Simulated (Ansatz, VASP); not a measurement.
**One calculation of WS2, two programs**

Contents of POSCAR:

```
WS2
1.0
    3.1799994900      0.0000000000      0.0000000000
   -1.5899997400      2.7539603400      0.0000000000
    0.0000000000      0.0000000000     12.4999993200
W S
2 4
Direct
    0.3333333333      0.6666666667      0.2500000000
    0.6666666667      0.3333333333      0.7500000000
    0.3333333333      0.6666666667      0.6200000000
    0.6666666667      0.3333333333      0.1200000000
    0.3333333333      0.6666666667      0.8800000000
    0.6666666667      0.3333333333      0.3800000000
```

File INCAR.step1:

```
PREC     = Accurate       # precision mode
ENCUT    = 520            # plane-wave cutoff, eV
ISMEAR   = 0              # smearing method
SIGMA    = 0.05           # smearing width, eV
LREAL    = F              # projectors in reciprocal space
LASPH    = T              # aspherical terms in the spheres
NELM     = 150            # most SCF steps
ISPIN    = 2              # spin polarisation
MAGMOM   = 0 0 0 0 0 0    # initial moments
LMAXMIX  = 4              # l up to which the mixer works
LDAU     = T              # DFT+U
LDAUTYPE = 2            
LDAUL    = 2 -1           # shell
LDAUU    = 2 0            # U, eV
LDAUJ    = 0 0          
NBANDS   = 39             # bands
GGA      = PE             # functional
ALGO     = Normal         # electronic algorithm
EDIFF    = 1E-4           # SCF threshold, eV
LWAVE    = T              # write WAVECAR
LCHARG   = F              # write CHGCAR
```

Contents of INCAR.step2:

```
PREC     = Accurate       # precision mode
ENCUT    = 520            # plane-wave cutoff, eV
EDIFF    = 1E-7           # SCF threshold, eV
ISMEAR   = 0              # smearing method
SIGMA    = 0.05           # smearing width, eV
LREAL    = F              # projectors in reciprocal space
LASPH    = T              # aspherical terms in the spheres
NELM     = 150            # most SCF steps
ALGO     = Normal         # electronic algorithm
ISIF     = 2              # what is computed and relaxed
LWAVE    = F              # write WAVECAR
LCHARG   = F              # write CHGCAR
ISPIN    = 2              # spin polarisation
MAGMOM   = 0 0 0 0 0 0    # initial moments
LORBIT   = 11             # projections on sites
LMAXMIX  = 4              # l up to which the mixer works
LDAU     = T              # DFT+U
LDAUTYPE = 2            
LDAUL    = 2 -1           # shell
LDAUU    = 2 0            # U, eV
LDAUJ    = 0 0          
LDAUPRINT= 1            
METAGGA  = R2SCAN         # meta-GGA
LMIXTAU  = T            
NBANDS   = 39             # bands
ISTART   = 1
```

Contents of KPOINTS:

```
Automatic mesh
0
Gamma
  7 7 2
```

Input for Ansatz:

```yaml
crystal:
  lattice:
    - [3.17999949, 0.0, 0.0]
    - [-1.58999974, 2.75396034, 0.0]
    - [0.0, 0.0, 12.49999932]
  atoms:
    - { symbol: W, position: [0.3333333333, 0.6666666667, 0.25], spin: 0.3 }
    - { symbol: W, position: [0.6666666667, 0.3333333333, 0.75], spin: -0.3 }
    - { symbol: S, position: [0.3333333333, 0.6666666667, 0.62] }
    - { symbol: S, position: [0.6666666667, 0.3333333333, 0.12] }
    - { symbol: S, position: [0.3333333333, 0.6666666667, 0.88] }
    - { symbol: S, position: [0.6666666667, 0.3333333333, 0.38] }
basis:
  ecutwfc: 500
  ecutrho_ratio: 4
kpoints:
  mp_grid: { grid: [7, 7, 2] }
hamiltonian:
  xc: r2scan
  hubbard:
    sites:
      - { site: 0, l: d, u_eff: 2.0, starting_ns: [{ spin: up, occupation_matrix: s0up }, { spin: down, occupation_matrix: s0down }] }
      - { site: 1, l: d, u_eff: 2.0, starting_ns: [{ spin: up, occupation_matrix: s1up }, { spin: down, occupation_matrix: s1down }] }
    occupation_matrices:
      s0up:
        matrix:
          - [0.02, 0.0, 0.0, 0.0, 0.0]
          - [0.0, 0.02, 0.0, 0.0, 0.0]
          - [0.0, 0.0, 0.97, 0.0, 0.0]
          - [0.0, 0.0, 0.0, 0.02, 0.0]
          - [0.0, 0.0, 0.0, 0.0, 0.02]
      s0down:
        matrix:
          - [0.02, 0.0, 0.0, 0.0, 0.0]
          - [0.0, 0.02, 0.0, 0.0, 0.0]
          - [0.0, 0.0, 0.97, 0.0, 0.0]
          - [0.0, 0.0, 0.0, 0.02, 0.0]
          - [0.0, 0.0, 0.0, 0.0, 0.02]
      s1up:
        matrix:
          - [0.02, 0.0, 0.0, 0.0, 0.0]
          - [0.0, 0.02, 0.0, 0.0, 0.0]
          - [0.0, 0.0, 0.02, 0.0, 0.0]
          - [0.0, 0.0, 0.0, 0.02, 0.0]
          - [0.0, 0.0, 0.0, 0.0, 0.97]
      s1down:
        matrix:
          - [0.02, 0.0, 0.0, 0.0, 0.0]
          - [0.0, 0.02, 0.0, 0.0, 0.0]
          - [0.0, 0.0, 0.02, 0.0, 0.0]
          - [0.0, 0.0, 0.0, 0.02, 0.0]
          - [0.0, 0.0, 0.0, 0.0, 0.97]
    ns_hold: { iters: 12 }
scf:
  occupations: { method: gaussian, width: 0.05 }
  lower_state_search: "off"
  max_iter: 150
output:
  forces: true
  stress: true
  eigenvalues: true
  populations: true
  hubbard: { sites: [{ site: 0, l: d }, { site: 1, l: d }] }
magnetization:
  spin_polarized: true
```

Alike in both runs: task single point; functional r2SCAN; k mesh 7 × 7 × 2; occupations gaussian, width 0.05 eV; collinear spin; Hubbard terms W d U = 2.0 eV.

|  | VASP | Ansatz |
| --- | --- | --- |
| version | VASP 6.6.1 | Ansatz 0.2.0 |
| potentials or method | VASP PAW PBE potentials, release 64 (W_sv, S), cutoff 520 eV | scalar-relativistic, plane waves, PAW |
| valence electrons in the cell | 52 | 52 |

VASP gave:

- gap on the k mesh at the Fermi level (eV): 1.21
- least direct gap on the mesh (eV): 2.40
- pressure (GPa): -4.1
- traceless stress, the component that is largest in VASP (GPa): -4.50
- rms of the force components (eV/Å): 0.545

Problem. Estimate Ansatz's values.

Solution. gap on the k mesh at the Fermi level (eV): 1.25; least direct gap on the mesh (eV): 2.35; pressure (GPa): -5.6; traceless stress, the component that is largest in VASP (GPa): -4.67; rms of the force components (eV/Å): 0.630.

VASP's potentials were made for PBE, not for r2SCAN. The programs project onto different local orbitals, so the same U acts differently, and such runs can settle in different states. Atom by atom the forces differ by 0.085 eV/Å (rms over components). Ansatz's warnings: seeded moment not kept, specified occupation not kept, stability check not made, symmetry narrowed by occupation matrices.

Spin-orbit coupling is off throughout.
